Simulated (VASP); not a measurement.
Wanted: the native input for a VASP 6.6.1 run.

```yaml
Task: single point
Functional: PBEsol
Potentials_or_basis: VASP PAW PBE potentials, release 64 (Be)
Cutoff: 520 eV
k_mesh: 17 × 17 × 17
Occupations: fermi-dirac, width 0.1 eV
Spin: no spin polarisation
Dipole_correction: no
Further_INCAR_settings: ALGO = Normal; EDIFF = 1e-06; NBANDS = 9
```

The structure of Be lies in POSCAR:

```
Be
1.0
    0.0000000000      1.9781537178      1.9781537178
    1.9781537178      0.0000000000      1.9781537178
    1.9781537178      1.9781537178      0.0000000000
Be
2
Direct
   -0.1250000000     -0.1250000000     -0.1250000000
    0.1250000000      0.1250000000      0.1250000000
```

The input as run:

INCAR

```
ALGO = Normal
EDIFF = 1E-6
ENCUT = 520
GGA = PS
ISIF = 2
ISMEAR = -1
LASPH = T
LCHARG = F
LREAL = F
LWAVE = F
NBANDS = 9
NELM = 60
PREC = Accurate
SIGMA = 0.1
```

KPOINTS

```
k-points
0
Gamma
  17 17 17
```

Potentials or basis: VASP PAW PBE potentials, release 64 (Be).

The run is started by

```bash
$ cat potpaw_PBE.64/Be/POTCAR > POTCAR
$ mpirun -np 1 vasp_std > vasp.out
```

It gave:

* Pressure: 80.8 GPa
* Band gap on the k mesh: zero (band 2 reaches 13.62 eV, above the bottom of band 3 at 4.49 eV)

Caveat: the PAW data sets were made with another functional, which shifts forces and pressure a little.

It took 13 s on 1 thread of Intel Xeon 6975P-C, with other jobs on the host, peak memory 0.14 GiB.
